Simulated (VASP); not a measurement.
The system is Ru.

```
Ru
1.0
     2.70783    0.00000    0.00000
    -1.35391    2.34505    0.00000
     0.00000    0.00000    4.26810
Ru
2
Direct
  0.33333 0.66667 0.25000
  0.66667 0.33333 0.75000
```

- Program: VASP 6.6.1
- Task: relaxation of cell and atoms
- Functional: PBE
- Potentials or basis: VASP PAW PBE potentials, release 64 (Ru_pv)
- Cutoff: 600 eV
- k mesh: 15 × 15 × 8
- Occupations: gaussian, width 0.1 eV
- Spin: no spin polarisation

At the start: pressure 5.0 GPa; volume 13.55 Å³/atom.

Question: Where does the relaxation end?

Answer: Over 10 steps the energy falls by 3.2 meV/atom and the volume is 13.76 Å³/atom (+1.5 %); space group P6_3/mmc (No. 194, to 0.05 Å).

Step by step:
| step | energy change (eV) | largest force (eV/Å) | pressure (GPa) | volume (Å³) |
| --- | --- | --- | --- | --- |
| 1 | 0.0000 | 0.0000 | 4.98 | 27.10 |
| 2 | 0.0467 | 0.0000 | -12.76 | 28.79 |
| 3 | -0.0064 | 0.0000 | -0.08 | 27.53 |
| 4 | -0.0064 | 0.0000 | -0.04 | 27.52 |
| 5 | -0.0064 | 0.0000 | 0.05 | 27.51 |
| 6 | -0.0064 | 0.0000 | 0.09 | 27.51 |
| 7 | -0.0064 | 0.0000 | 0.10 | 27.51 |
| 8 | -0.0064 | 0.0000 | 0.08 | 27.51 |
| 9 | -0.0064 | 0.0000 | -0.10 | 27.53 |
| 10 | -0.0064 | 0.0000 | -0.01 | 27.52 |

Final structure:
```yaml
crystal:
  lattice:
    - [2.71978, 0.00000, 0.00000]
    - [-1.35989, 2.35540, 0.00000]
    - [0.00000, 0.00000, 4.29541]
  atoms:
    - { symbol: Ru, position: [0.33333, 0.66667, 0.25000] }
    - { symbol: Ru, position: [0.66667, 0.33333, 0.75000] }
```
